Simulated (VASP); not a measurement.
# HfB3N (R32) in VASP: a series of runs

The runs below take HfB3N through single point, relaxation of cell and atoms, with PBE.

Program: VASP 6.6.1. These are calculated values, not measurements. Logs are shortened: lines on timing, memory, paths and dates and some standing lists are left out, and cuts for length are marked.

## (1) The cell of the first run

It takes space group R32 (No. 155, trigonal). The conventional cell has a = 6.288 Å, b = 6.288 Å, c = 4.394 Å, α = 90.00°, β = 90.00°, γ = 120.00°. Hf (site symmetry 32) has 2 N at 2.20 Å and 12 B at 2.54 to 2.68 Å within 2.9 Å. B (site symmetry 2) has 1 N at 1.53 Å and 2 B at 1.77 Å within 2.0 Å. Within 2.0 Å of N (site symmetry 32) lie 3 B at 1.53 Å.

The cell was built from a structure type or drawn by symmetry, and may not be a known phase.

## (2) Single point, PBE

File INCAR:

```
PREC = Accurate ; ENCUT = 600
EDIFF = 1E-6 ; ISMEAR = 0
SIGMA = 0.1 ; LREAL = False
LASPH = True ; NELM = 120
ALGO = Normal ; ISIF = 2
LWAVE = False ; LCHARG = False
GGA = PE ; NBANDS = 20
GGA_COMPAT = False
```

File KPOINTS:

```
regular mesh
0
Gamma
  12 12 12
```

File POSCAR:

```
HfB3N
1.0
    3.1439488127      1.8151596933      1.4646715546
   -3.1439488127      1.8151596933      1.4646715546
    0.0000000000     -3.6303193867      1.4646715546
Hf B N
1 3 1
Direct
    0.0000000000      0.0000000000      0.0000000000
    0.5000000000      0.7428357849      0.2571642151
    0.2571642151      0.5000000000      0.7428357849
    0.7428357849      0.2571642151      0.5000000000
    0.5000000000      0.5000000000      0.5000000000
```

Potentials or basis: VASP PAW PBE potentials, release 64 (Hf_pv, B, N).

The run is started by

```
$ cat potpaw_PBE.64/Hf_pv/POTCAR potpaw_PBE.64/B/POTCAR potpaw_PBE.64/N/POTCAR > POTCAR
$ mpirun -np 1 vasp_std > vasp.out
```

OUTCAR:

```text
PREC = Accurate
   ENCUT = 600
   EDIFF = 1E-6
   ISMEAR = 0
   LREAL = False
   LASPH = True
   NELM = 120
   ISIF = 2
   GGA = PE

 ion  position               nearest neighbor table
   1  0.000  0.000  0.000-   5 2.20   5 2.20   2 2.54   3 2.54   2 2.54   3 2.54   4 2.54   4 2.54
                             3 2.68   2 2.68   4 2.68   4 2.68   3 2.68   2 2.68
   2  0.500  0.743  0.257-   5 1.53   4 1.77   3 1.77   1 2.54   1 2.54   1 2.68   1 2.68
   3  0.257  0.500  0.743-   5 1.53   4 1.77   2 1.77   1 2.54   1 2.54   1 2.68   1 2.68
   4  0.743  0.257  0.500-   5 1.53   3 1.77   2 1.77   1 2.54   1 2.54   1 2.68   1 2.68
   5  0.500  0.500  0.500-   4 1.53   3 1.53   2 1.53   1 2.20   1 2.20

  LATTYP: Found a trigonal (rhomboedric) cell.
 ALAT       =     3.9146496155
 COS(alpha) =    -0.2900161176

  Lattice vectors:

 A1 = (   3.1439488127,   1.8151596933,   1.4646715546)
 A2 = (  -3.1439488127,   1.8151596933,   1.4646715546)
 A3 = (   0.0000000000,  -3.6303193867,   1.4646715546)

Analysis of symmetry for initial positions (statically):
=====================================================================
 Subroutine PRICEL returns:
 Original cell was already a primitive cell.

 Routine SETGRP: Setting up the symmetry group for a
 trigonal (rhombohedral) supercell.

 Subroutine GETGRP returns: Found  6 space group operations
 (whereof  6 operations were pure point group operations)
 out of a pool of 12 trial point group operations.

The static configuration has the point symmetry D_3 .

Analysis of symmetry for dynamics (positions and initial velocities):
=====================================================================
 Subroutine PRICEL returns:
 Original cell was already a primitive cell.

 Routine SETGRP: Setting up the symmetry group for a
 trigonal (rhombohedral) supercell.

 Subroutine GETGRP returns: Found  6 space group operations
 (whereof  6 operations were pure point group operations)
 out of a pool of 12 trial point group operations.

The dynamic configuration has the point symmetry D_3 .

 Subroutine INISYM returns: Found  6 space group operations
 (whereof  6 operations are pure point group operations),
 and found     1 'primitive' translations

----------------------------------------------------------------------------------------

                                     Primitive cell

  volume of cell :      50.1513

  direct lattice vectors                    reciprocal lattice vectors
     3.143948813  1.815159693  1.464671555     0.159035668  0.091819286  0.227582308
    -3.143948813  1.815159693  1.464671555    -0.159035668  0.091819286  0.227582308
     0.000000000 -3.630319387  1.464671555     0.000000000 -0.183638572  0.227582308

  length of vectors
     3.914649615  3.914649615  3.914649616     0.292432611  0.292432611  0.292432611

  position of ions in fractional coordinates (direct lattice)
     0.000000000  0.000000000  0.000000000
     0.500000000  0.742835785  0.257164215
     0.257164215  0.500000000  0.742835785
     0.742835785  0.257164215  0.500000000
     0.500000000  0.500000000  0.500000000

  ion indices of the primitive-cell ions
   primitive index   ion index
                 1           1
                 2           2
                 3           3
                 4           4
                 5           5

----------------------------------------------------------------------------------------

 KPOINTS: regular mesh

Automatic generation of k-mesh.
 Grid dimensions read from file:
 generate k-points for:   12   12   12

 Generating k-lattice:

  Cartesian coordinates                     Fractional coordinates (reciprocal lattice)
     0.013252972  0.007651607  0.018965192     0.083333333  0.000000000  0.000000000
    -0.013252972  0.007651607  0.018965192     0.000000000  0.083333333  0.000000000
     0.000000000 -0.015303214  0.018965192    -0.000000000 -0.000000000  0.083333333

  Length of vectors
     0.024369384  0.024369384  0.024369384

  Shift w.r.t. Gamma in fractional coordinates (k-lattice)
     0.000000000  0.000000000  0.000000000

 Subroutine IBZKPT returns following result:
 ===========================================

 Found    189 irreducible k-points:

 Following reciprocal coordinates:
            Coordinates               Weight
  0.000000  0.000000  0.000000      1.000000
  0.083333  0.000000  0.000000      6.000000
  0.166667  0.000000  0.000000      6.000000
  0.250000  0.000000  0.000000      6.000000
  0.333333  0.000000  0.000000      6.000000
  0.416667  0.000000  0.000000      6.000000
[... 16 lines left out ...]
  0.500000  0.166667  0.000000     12.000000
 -0.416667  0.166667 -0.000000     12.000000
 [... further k-points ...]
   k-points           NKPTS =    189   k-points in BZ     NKDIM =    189   number of bands    NBANDS=     20
   number of dos      NEDOS =    301   number of ions     NIONS =      5
   total plane-waves  NPLWV =  32768
   dimension x,y,z NGX =    32 NGY =   32 NGZ =   32
   dimension x,y,z NGXF=    64 NGYF=   64 NGZF=   64
   ions per type =               1   3   1
   NGX,Y,Z   is equivalent  to a cutoff of  13.59, 13.59, 13.59 a.u.
   NGXF,Y,Z  is equivalent  to a cutoff of  27.18, 27.18, 27.18 a.u.
 SYSTEM =  unknown system
   PREC   = accura    normal or accurate (medium, high low for compatibility)
   ISTART =      0    job   : 0-new  1-cont  2-samecut
   ICHARG =      2    charge: 1-file 2-atom 10-const
   ISPIN  =      1    spin polarized calculation?
   LNONCOLLINEAR =      F non collinear calculations
   LSORBIT =      F    spin-orbit coupling
   LASPH  =      T    aspherical Exc in radial PAW
   ENCUT  =  600.0 eV  44.10 Ry    6.64 a.u.   7.82  7.82  7.82*2*pi/ulx,y,z
   NELM   =    120;   NELMIN=  2; NELMDL= -5     # of ELM steps
   EDIFF  = 0.1E-05   stopping-criterion for ELM
   LREAL  =      F    real-space projection
   EDIFFG = 0.1E-04   stopping-criterion for IOM
   NSW    =      0    number of steps for IOM
   IBRION =     -1    ionic relax: 0-MD 1-quasi-New 2-CG
   NFREE  =      0    steps in history (QN), initial steepest desc. (CG)
   ISIF   =      2    stress and relaxation
   ISYM   =      2    0-nonsym 1-usesym 2-fastsym
   POTIM  = 0.5000    time-step for ionic-motion
   TEBEG  =    0.0;   TEEND  =   0.0 temperature during run
   PSTRESS=    0.0 pullay stress
   NELECT =      24.0000    total number of electrons
   NUPDOWN=      -1.0000    fix difference up-down
   EMIN   =  10.00;   EMAX   =-10.00  energy-range for DOS
   EFERMI =   0.00;   METHOD = LEGACY
   ISMEAR =     0;   SIGMA  =   0.10  broadening in eV -4-tet -1-fermi 0-gaus
   EFERMI_NEDOS =   21; number of points for ismear=-14 and -15
   IALGO  =     38    algorithm
   IMIX   =      4    mixing-type and parameters
     AMIX     =   0.40;   BMIX     =  1.00
     AMIX_MAG =   1.60;   BMIX_MAG =  1.00
  volume/ion in A,a.u.               =      10.03        67.69
  Fermi-wavevector in a.u.,A,eV,Ry     =   1.280515  2.419822 22.309724  1.639718
  Thomas-Fermi vector in A             =   2.412938
   LORBIT       =      0    0 simple, 1 ext, 2 COOP (PROOUT), +10 PAW based schemes
   GGA     = PE    functional components
   LHFCALC =     F    Hartree Fock is set to
   AEXX    =    0.0000 exact exchange contribution
   IVDW    =     0    specifies the selected vdW correction
   LEPSILON=     F    determine dielectric tensor
   LRPA    =     F    only Hartree local field effects (RPA)
 non-spin polarized calculation
 Gauss-broadening in eV      SIGMA  =   0.10
  energy-cutoff  :      600.00
  volume of cell :       50.15
 maximum number of plane-waves:      1697
   NGX = 15   NGY = 15   NGZ = 15

 number of electron      24.0000001 magnetization

 Free energy of the ion-electron system (eV)
  ---------------------------------------------------
  ext. energy  EPLUGINS =         0.00000000
  ---------------------------------------------------
  free energy    TOTEN  =       -39.46344428 eV

  energy without entropy =      -39.45630204  energy(sigma->0) =      -39.45987316

 E-fermi :   5.9990     XC(G=0): -11.5906

 val. band max:        5.9986228374   @ k =  -0.2500   0.2500   0.2500
 cond. band min:       6.0136501128   @ k =   0.5000   0.4167   0.2500
 fundamental gap:      0.0150272754
 Fermi energy:         5.9990329941

 k-point     1 :       0.0000    0.0000    0.0000
  band No.  band energies     occupation
      1     -25.1748      2.00000
      2     -24.8877      2.00000
      3     -24.8877      2.00000
      4     -12.5397      2.00000
      5      -3.5576      2.00000
      6      -1.9967      2.00000
[... 12 lines left out ...]
     19      11.4839      0.00000
     20      14.2636      0.00000

 k-point     2 :       0.0833    0.0000    0.0000
  band No.  band energies     occupation
      1     -25.1804      2.00000
      2     -24.8915      2.00000
      3     -24.8873      2.00000
      4     -12.4816      2.00000
      5      -3.6216      2.00000
      6      -2.1521      2.00000
[... 12 lines left out ...]
     19      12.0919      0.00000
     20      14.5515      0.00000

 k-point     3 :       0.1667    0.0000    0.0000
  band No.  band energies     occupation
      1     -25.1957      2.00000
      2     -24.9007      2.00000
      3     -24.8871      2.00000
      4     -12.3180      2.00000
      5      -3.8336      2.00000
      6      -2.3482      2.00000
[... 12 lines left out ...]
     19      12.8112      0.00000
     20      14.9595      0.00000

 k-point     4 :       0.2500    0.0000    0.0000
  band No.  band energies     occupation
      1     -25.2168      2.00000
      2     -24.9128      2.00000
      3     -24.8869      2.00000
      4     -12.0811      2.00000
      5      -4.1724      2.00000
      6      -2.5115      2.00000
[... 429 lines left out ...]
 k-point    23 :       0.5000    0.1667    0.0000
  band No.  band energies     occupation
      1     -25.2416      2.00000
      2     -24.9420      2.00000
      3     -24.8943      2.00000
      4     -11.7114      2.00000
      5      -4.7940      2.00000
      6      -2.9346      2.00000
[... 12 lines left out ...]
     19      14.3140      0.00000
     20      14.9494      0.00000

 k-point    24 :      -0.4167    0.1667   -0.0000
  band No.  band energies     occupation
      1     -25.2222      2.00000
      2     -24.9395      2.00000
      3     -24.8941      2.00000
      4     -11.9331      2.00000
      5      -4.7089      2.00000
      6      -2.7081      2.00000
[... 12 lines left out ...]
     19      14.1344      0.00000
     20      14.6932      0.00000

 [... further k-points ...]
[... 5 lines left out ...]
  --------------------------------------------------------------------------------------
  -------------------------------------------------------------------------------------
  Total       -0.1094952     -0.1094952     -0.4960314      0.0000000      0.0000000      0.0000000
  in kB       -3.4980319     -3.4980319    -15.8466682      0.0000000      0.0000000      0.0000000
  external PRESSURE =      -7.6142440 kB  Pullay stress =       0.0000000 kB

 VOLUME and BASIS-vectors are now :
 -----------------------------------------------------------------------------
  energy-cutoff  :      600.00
  volume of cell :       50.15
      direct lattice vectors                 reciprocal lattice vectors
     3.143948813  1.815159693  1.464671555     0.159035668  0.091819286  0.227582308
    -3.143948813  1.815159693  1.464671555    -0.159035668  0.091819286  0.227582308
     0.000000000 -3.630319387  1.464671555     0.000000000 -0.183638572  0.227582308

 POSITION                                       TOTAL-FORCE (eV/Angst)
 -----------------------------------------------------------------------------------
      0.00000      0.00000      0.00000        -0.000000     -0.000000      0.000000
     -0.76346      1.32236      2.19701        -0.012189      0.021112      0.000000
     -0.76346     -1.32236      2.19701        -0.012189     -0.021112      0.000000
      1.52693     -0.00000      2.19701         0.024378     -0.000000     -0.000000
      0.00000     -0.00000      2.19701        -0.000000     -0.000000      0.000000
 -----------------------------------------------------------------------------------
    total drift:                                0.000000      0.000000     -0.000000

  FREE ENERGIE OF THE ION-ELECTRON SYSTEM (eV)
  ---------------------------------------------------
  free  energy   TOTEN  =       -39.4634442820 eV

  energy  without entropy=      -39.4563020449  energy(sigma->0) =      -39.45987316
```

Wall time 4.5 min (1 thread of Intel Xeon 8259CL, shared host); peak memory 0.36 GiB.

Results:

```yaml
Free_energy: -39.4634 eV
Pressure: -0.8 GPa
Largest_force: 0.024 eV/Å
Band_gap_on_the_k_mesh: zero (bands 12 and 13 overlap by 1.06 eV)
```

Forces on the atoms (eV/Å):
```
Hf   0.000  0.000  0.000
B   -0.012  0.021  0.000
B   -0.012 -0.021  0.000
B    0.024  0.000  0.000
N    0.000  0.000  0.000
```

Stress tensor (GPa, compression positive):
```
-0.35  0.00  0.00
 0.00 -0.35  0.00
 0.00  0.00 -1.58
```

Caveat: spin-orbit coupling is left out, which moves the levels of the heavy elements.

(Continued in part 2 of 2.)
